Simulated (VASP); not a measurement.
Here is a VASP 6.6.1 calculation.

The input INCAR:

```
PREC = Accurate
ENCUT = 520
EDIFF = 1E-6
ISMEAR = 0
SIGMA = 0.1
LREAL = Auto
LASPH = T
NELM = 100
ALGO = Normal
ISIF = 2
LWAVE = F
LCHARG = F
GGA = PE
NBANDS = 104
```

File KPOINTS:

```
Automatic mesh
0
Gamma
  4 4 4
```

Contents of POSCAR:

```
Zr5Pt3
1.0
    7.1676936100     -4.1465859400      0.0000000000
    7.1676936100      4.1465859400      0.0000000000
    0.0000000000      0.0000000000      5.4371900600
Zr Pt
10 6
Direct
    0.6666305100      0.6666305100      0.0000000000
    0.3333694900      0.3333694900      0.0000000000
    0.3333694900      0.3333694900      0.5000000000
    0.6666305100      0.6666305100      0.5000000000
    0.2451610000      0.7548390000      0.7500000000
    0.9998620200      0.2453300100      0.7500000000
    0.7546700200      0.0001380000      0.7500000000
    0.7548390000      0.2451610000      0.2500000000
    0.0001380000      0.7546700200      0.2500000000
    0.2453300100      0.9998620200      0.2500000000
    0.6071929900      0.3928070100      0.7500000000
    0.0002310000      0.6068030000      0.7500000000
    0.3931970000      0.9997689700      0.7500000000
    0.3928070100      0.6071929900      0.2500000000
    0.9997689700      0.3931970000      0.2500000000
    0.6068030000      0.0002310000      0.2500000000
```

Potentials or basis: VASP PAW PBE potentials, release 64 (Zr_sv, Pt).

Launch:

```console
$ cat potpaw_PBE.64/Zr_sv/POTCAR potpaw_PBE.64/Pt/POTCAR > POTCAR
$ mpirun -np 1 vasp_std > vasp.out
```

(1) What does it give for the largest force?

(2) Predict the band gap on the k mesh.

Answers

(1) 0.087 eV/Å.

(2) zero (band 90 reaches 9.84 eV, above the bottom of band 91 at 9.30 eV).

Caveat: spin-orbit coupling is left out, which moves the levels of the heavy elements.
